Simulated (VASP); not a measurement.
# Hf in VASP: single point with PBE

Aim: the single point of Hf with PBE.

Everything below comes from runs of VASP 6.6.1. Logs are shortened: lines on timing, memory, paths and dates and some standing lists are left out, and cuts for length are marked.

**1. The cell of the first run**

The cell holds a slab with vacuum, 4 atoms: a = 3.205 Å, b = 5.068 Å, c = 17.701 Å, α = 90.00°, β = 90.00°, γ = 90.00°.

**2. Single point, PBE**

File INCAR:

```
SYSTEM = Hf
PREC     = Accurate       ! precision mode
ENCUT    = 520            ! plane-wave cutoff, eV
EDIFF    = 1E-7           ! SCF threshold, eV
ISMEAR   = 0              ! smearing method
SIGMA    = 0.1            ! smearing width, eV
LREAL    = .False.        ! projectors in reciprocal space
LASPH    = .True.         ! aspherical terms in the spheres
NELM     = 80             ! most SCF steps
ALGO     = Fast           ! electronic algorithm
ISIF     = 2              ! what is computed and relaxed
LWAVE    = .False.        ! write WAVECAR
LCHARG   = .True.         ! write CHGCAR
LDIPOL   = .True.       
IDIPOL   = 3            
DIPOL    = 0.5 0.5 0.493
GGA      = PE             ! functional
LELF     = .True.         ! ELF
LVHAR    = .True.       
LVACPOTAV= .True.       
NBANDS   = 28             ! bands
```

File KPOINTS:

```
regular mesh
0
Gamma
  9 6 1
  0 0 0
```

File POSCAR:

```
Hf
1.0
    3.2048170372      0.0000000000      0.0000000000
    0.0000000000      5.0676933206      0.0000000000
    0.0000000000      0.0000000000     17.7006039582
Hf
4
Direct
    0.0000000000      0.7500000000      0.3954667319
    0.5000000000      0.2500000000      0.4477333659
    0.5000000000      0.7500000000      0.5394115024
    0.0000000000      0.2500000000      0.5903792179
```

Potentials or basis: VASP PAW PBE potentials, release 64 (Hf_pv).

Launch:

```sh
$ cat potpaw_PBE.64/Hf_pv/POTCAR > POTCAR
$ mpirun -np 1 vasp_std > vasp.out
```

OUTCAR:

```text
SYSTEM = Hf
   PREC = Accurate
   ENCUT = 520
   EDIFF = 1E-7
   ISMEAR = 0
   LREAL = .False.
   LASPH = .True.
   NELM = 80
   ISIF = 2
   GGA = PE

 ion  position               nearest neighbor table
   1  0.000  0.750  0.395-   3 3.01   3 3.01   2 3.14   2 3.14   2 3.14   2 3.14
   2  0.500  0.250  0.448-   4 2.99   4 2.99   3 3.01   3 3.01   1 3.14   1 3.14   1 3.14   1 3.14

   3  0.500  0.750  0.539-   2 3.01   2 3.01   1 3.01   1 3.01   4 3.13   4 3.13   4 3.13   4 3.13

   4  0.000  0.250  0.590-   2 2.99   2 2.99   3 3.13   3 3.13   3 3.13   3 3.13

  LATTYP: Found a simple orthorhombic cell.
 ALAT       =     3.2048170372
 B/A-ratio  =     1.5812738330
 C/A-ratio  =     5.5231246442

  Lattice vectors:

 A1 = (   3.2048170372,   0.0000000000,   0.0000000000)
 A2 = (   0.0000000000,   5.0676933206,   0.0000000000)
 A3 = (   0.0000000000,   0.0000000000,  17.7006039582)

Analysis of symmetry for initial positions (statically):
=====================================================================
 Subroutine PRICEL returns:
 Original cell was already a primitive cell.

 Routine SETGRP: Setting up the symmetry group for a
 simple orthorhombic supercell.

 Subroutine GETGRP returns: Found  4 space group operations
 (whereof  2 operations were pure point group operations)
 out of a pool of  8 trial point group operations.

The static configuration has the point symmetry C_1h.
 The point group associated with its full space group is C_2v.

Analysis of symmetry for dynamics (positions and initial velocities):
=====================================================================
 Subroutine PRICEL returns:
 Original cell was already a primitive cell.

 Routine SETGRP: Setting up the symmetry group for a
 simple orthorhombic supercell.

 Subroutine GETGRP returns: Found  4 space group operations
 (whereof  2 operations were pure point group operations)
 out of a pool of  8 trial point group operations.

The dynamic configuration has the point symmetry C_1h.
 The point group associated with its full space group is C_2v.

 Subroutine INISYM returns: Found  4 space group operations
 (whereof  2 operations are pure point group operations),
 and found     1 'primitive' translations

----------------------------------------------------------------------------------------

                                     Primitive cell

  volume of cell :     287.4760

  direct lattice vectors                    reciprocal lattice vectors
     3.204817037  0.000000000  0.000000000     0.312030293  0.000000000  0.000000000
     0.000000000  5.067693321  0.000000000     0.000000000  0.197328437  0.000000000
     0.000000000  0.000000000 17.700603958     0.000000000  0.000000000  0.056495247

  length of vectors
     3.204817037  5.067693321 17.700603958     0.312030293  0.197328437  0.056495247

  position of ions in fractional coordinates (direct lattice)
     0.000000000  0.750000000  0.395466732
     0.500000000  0.250000000  0.447733366
     0.500000000  0.750000000  0.539411502
     0.000000000  0.250000000  0.590379218

  ion indices of the primitive-cell ions
   primitive index   ion index
                 1           1
                 2           2
                 3           3
                 4           4

----------------------------------------------------------------------------------------

 KPOINTS: regular mesh

Automatic generation of k-mesh.
 Grid dimensions read from file:
 generate k-points for:    9    6    1

 Generating k-lattice:

  Cartesian coordinates                     Fractional coordinates (reciprocal lattice)
     0.034670033  0.000000000  0.000000000     0.111111111  0.000000000  0.000000000
     0.000000000  0.032888073  0.000000000     0.000000000  0.166666667  0.000000000
     0.000000000  0.000000000  0.056495247     0.000000000  0.000000000  1.000000000

  Length of vectors
     0.034670033  0.032888073  0.056495247

  Shift w.r.t. Gamma in fractional coordinates (k-lattice)
     0.000000000  0.000000000  0.000000000

 Subroutine IBZKPT returns following result:
 ===========================================

 Found     20 irreducible k-points:

 Following reciprocal coordinates:
            Coordinates               Weight
  0.000000  0.000000  0.000000      1.000000
  0.111111  0.000000  0.000000      2.000000
  0.222222  0.000000  0.000000      2.000000
  0.333333  0.000000  0.000000      2.000000
  0.444444  0.000000  0.000000      2.000000
  0.000000  0.166667  0.000000      2.000000
[... 12 lines left out ...]
  0.333333  0.500000  0.000000      2.000000
  0.444444  0.500000  0.000000      2.000000
   k-points           NKPTS =     20   k-points in BZ     NKDIM =     20   number of bands    NBANDS=     28
   number of dos      NEDOS =    301   number of ions     NIONS =      4
   total plane-waves  NPLWV = 134400
   dimension x,y,z NGX =    24 NGY =   40 NGZ =  140
   dimension x,y,z NGXF=    48 NGYF=   80 NGZF=  280
   ions per type =               4
   NGX,Y,Z   is equivalent  to a cutoff of  12.45, 13.12, 13.15 a.u.
   NGXF,Y,Z  is equivalent  to a cutoff of  24.90, 26.24, 26.30 a.u.
 SYSTEM =  Hf
   PREC   = accura    normal or accurate (medium, high low for compatibility)
   ISTART =      0    job   : 0-new  1-cont  2-samecut
   ICHARG =      2    charge: 1-file 2-atom 10-const
   ISPIN  =      1    spin polarized calculation?
   LNONCOLLINEAR =      F non collinear calculations
   LSORBIT =      F    spin-orbit coupling
   LASPH  =      T    aspherical Exc in radial PAW
   ENCUT  =  520.0 eV  38.22 Ry    6.18 a.u.   5.96  9.42 32.91*2*pi/ulx,y,z
   NELM   =     80;   NELMIN=  2; NELMDL= -5     # of ELM steps
   EDIFF  = 0.1E-06   stopping-criterion for ELM
   LREAL  =      F    real-space projection
   EDIFFG = 0.1E-05   stopping-criterion for IOM
   NSW    =      0    number of steps for IOM
   IBRION =     -1    ionic relax: 0-MD 1-quasi-New 2-CG
   NFREE  =      0    steps in history (QN), initial steepest desc. (CG)
   ISIF   =      2    stress and relaxation
   ISYM   =      2    0-nonsym 1-usesym 2-fastsym
   POTIM  = 0.5000    time-step for ionic-motion
   TEBEG  =    0.0;   TEEND  =   0.0 temperature during run
   PSTRESS=    0.0 pullay stress
   NELECT =      40.0000    total number of electrons
   NUPDOWN=      -1.0000    fix difference up-down
   EMIN   =  10.00;   EMAX   =-10.00  energy-range for DOS
   EFERMI =   0.00;   METHOD = LEGACY
   ISMEAR =     0;   SIGMA  =   0.10  broadening in eV -4-tet -1-fermi 0-gaus
   EFERMI_NEDOS =   21; number of points for ismear=-14 and -15
   IALGO  =     68    algorithm
   IMIX   =      4    mixing-type and parameters
     AMIX     =   0.40;   BMIX     =  1.00
     AMIX_MAG =   1.60;   BMIX_MAG =  1.00
  volume/ion in A,a.u.               =      71.87       485.00
  Fermi-wavevector in a.u.,A,eV,Ry     =   0.848322  1.603097  9.791445  0.719651
  Thomas-Fermi vector in A             =   1.963968
   LORBIT       =      0    0 simple, 1 ext, 2 COOP (PROOUT), +10 PAW based schemes
   GGA     = PE    functional components
   LHFCALC =     F    Hartree Fock is set to
   AEXX    =    0.0000 exact exchange contribution
   IVDW    =     0    specifies the selected vdW correction
   LEPSILON=     F    determine dielectric tensor
   LRPA    =     F    only Hartree local field effects (RPA)
 non-spin polarized calculation
 RMM-DIIS sequential band-by-band and
 Gauss-broadening in eV      SIGMA  =   0.10
  energy-cutoff  :      520.00
  volume of cell :      287.48
 maximum number of plane-waves:      7790
 NGX is ok and might be reduce to    24
   NGX = 11   NGY = 19   NGZ = 65

 dipolmoment           0.000000      0.000000     -0.013828 electrons x Angstroem

 number of electron      40.0000000 magnetization

 dipolmoment           0.000000      0.000000      0.002939 electrons x Angstroem

 Free energy of the ion-electron system (eV)
  ---------------------------------------------------
  ext. energy  EPLUGINS =         0.00000000
  ---------------------------------------------------
  free energy    TOTEN  =       -35.92153401 eV

  energy without entropy =      -35.88791606  energy(sigma->0) =      -35.90472504

 E-fermi :  -1.0035     XC(G=0):  -4.6529

 val. band max:       -1.0122845754   @ k =   0.3333   0.1667   0.0000
 cond. band min:      -0.9888490245   @ k =   0.1111   0.1667   0.0000
 fundamental gap:      0.0234355509
 Fermi energy:        -1.0035421776

 k-point     1 :       0.0000    0.0000    0.0000
  band No.  band energies     occupation
      1     -32.3220      2.00000
      2     -32.2815      2.00000
      3     -32.2479      2.00000
      4     -32.1171      2.00000
      5     -31.8086      2.00000
      6     -31.7524      2.00000
[... 20 lines left out ...]
     27       0.5888      0.00000
     28       1.1328      0.00000

 k-point     2 :       0.1111    0.0000    0.0000
  band No.  band energies     occupation
      1     -32.3160      2.00000
      2     -32.2730      2.00000
      3     -32.2270      2.00000
      4     -32.1050      2.00000
      5     -31.8531      2.00000
      6     -31.8109      2.00000
[... 20 lines left out ...]
     27       1.0250      0.00000
     28       1.1487      0.00000

 k-point     3 :       0.2222    0.0000    0.0000
  band No.  band energies     occupation
      1     -32.3040      2.00000
      2     -32.2520      2.00000
      3     -32.1697      2.00000
      4     -32.0732      2.00000
      5     -31.9648      2.00000
      6     -31.9390      2.00000
[... 20 lines left out ...]
     27       1.3662      0.00000
     28       1.6690      0.00000

 k-point     4 :       0.3333    0.0000    0.0000
  band No.  band energies     occupation
      1     -32.2987      2.00000
      2     -32.2288      2.00000
      3     -32.0977      2.00000
      4     -32.0936      2.00000
      5     -32.0591      2.00000
      6     -32.0339      2.00000
[... 20 lines left out ...]
     27       1.5873      0.00000
     28       1.9438      0.00000

 k-point     5 :       0.4444    0.0000    0.0000
  band No.  band energies     occupation
      1     -32.3021      2.00000
      2     -32.2123      2.00000
      3     -32.1857      2.00000
      4     -32.1320      2.00000
      5     -32.0364      2.00000
      6     -32.0004      2.00000
[... 20 lines left out ...]
     27       1.7906      0.00000
     28       2.1720      0.00000

 k-point     6 :       0.0000    0.1667    0.0000
  band No.  band energies     occupation
      1     -32.3318      2.00000
      2     -32.2975      2.00000
      3     -32.2025      2.00000
      4     -32.1022      2.00000
      5     -31.8027      2.00000
      6     -31.7514      2.00000
[... 339 lines left out ...]
      5     -31.8532      2.00000
      6     -31.8279      2.00000
[... 20 lines left out ...]
     27       0.6624      0.00000
     28       0.6665      0.00000

 k-point    18 :       0.2222    0.5000    0.0000
  band No.  band energies     occupation
      1     -32.3131      2.00000
      2     -32.2843      2.00000
      3     -32.0967      2.00000
      4     -32.0703      2.00000
      5     -31.9904      2.00000
      6     -31.9714      2.00000
[... 20 lines left out ...]
     27       1.2132      0.00000
     28       1.5080      0.00000

 k-point    19 :       0.3333    0.5000    0.0000
  band No.  band energies     occupation
      1     -32.2904      2.00000
      2     -32.2627      2.00000
      3     -32.1531      2.00000
      4     -32.1423      2.00000
      5     -32.0729      2.00000
      6     -32.0588      2.00000
[... 20 lines left out ...]
     27       1.6084      0.00000
     28       1.6122      0.00000

 k-point    20 :       0.4444    0.5000    0.0000
  band No.  band energies     occupation
      1     -32.2794      2.00000
      2     -32.2551      2.00000
      3     -32.2395      2.00000
      4     -32.2219      2.00000
      5     -32.0815      2.00000
      6     -32.0670      2.00000
[... 20 lines left out ...]
     27       1.3991      0.00000
     28       1.4307      0.00000

------------------------ aborting loop because EDIFF is reached ----------------------------------------

  FORCE on cell =-STRESS in cart. coord.  units (eV):
  Direction    XX          YY          ZZ          XY          YZ          ZX
  --------------------------------------------------------------------------------------
  -------------------------------------------------------------------------------------
  Total       -4.1176807     -0.1528096     -0.3720862      0.0000000      0.0000000      0.0000000
  in kB      -22.9488855     -0.8516467     -2.0737315      0.0000000      0.0000000      0.0000000
  external PRESSURE =      -8.6247546 kB  Pullay stress =       0.0000000 kB

 VOLUME and BASIS-vectors are now :
 -----------------------------------------------------------------------------
  energy-cutoff  :      520.00
  volume of cell :      287.48
      direct lattice vectors                 reciprocal lattice vectors
     3.204817037  0.000000000  0.000000000     0.312030293  0.000000000  0.000000000
     0.000000000  5.067693321  0.000000000     0.000000000  0.197328437  0.000000000
     0.000000000  0.000000000 17.700603958     0.000000000  0.000000000  0.056495247

 POSITION                                       TOTAL-FORCE (eV/Angst)
 -----------------------------------------------------------------------------------
      0.00000      3.80077      7.00000         0.000000      0.000000      0.168613
      1.60241      1.26692      7.92515         0.000000      0.000000     -0.072382
      1.60241      3.80077      9.54791         0.000000      0.000000     -0.044788
      0.00000      1.26692     10.45007         0.000000      0.000000     -0.051442
 -----------------------------------------------------------------------------------
    total drift:                                0.000000      0.000000      0.000125

  FREE ENERGIE OF THE ION-ELECTRON SYSTEM (eV)
  ---------------------------------------------------
  free  energy   TOTEN  =       -35.9215340130 eV

  energy  without entropy=      -35.8879160632  energy(sigma->0) =      -35.90472504

 vacuum level on the upper side and lower side of the slab         2.916         2.883
```

It took 2.5 min on 1 thread of Intel Xeon 6975P-C (Granite Rapids), shared host; peak memory 0.41 GiB.

Results:

- Free energy: -35.9215 eV
- Largest force: 0.169 eV/Å
- Band gap on the k mesh: zero (band 20 reaches -0.55 eV, above the bottom of band 21 at -1.29 eV)

Forces in eV/Å, atoms in the order of the input:
```
Hf   0.000  0.000  0.169
Hf   0.000  0.000 -0.072
Hf   0.000  0.000 -0.045
Hf   0.000  0.000 -0.051
```

Levels at points of the mesh, in eV from the Fermi level:
```tsv
k point	band 18	band 19	band 20	band 21	band 22	band 23
(0.00, 0.00, 0.00)	-0.37	-0.34	0.45	0.78	0.80	0.85
(0.00, 0.50, 0.00)	-0.87	-0.45	-0.44	0.48	0.48	0.88
```

Caveat: spin-orbit coupling is left out, which moves the levels of the heavy elements.
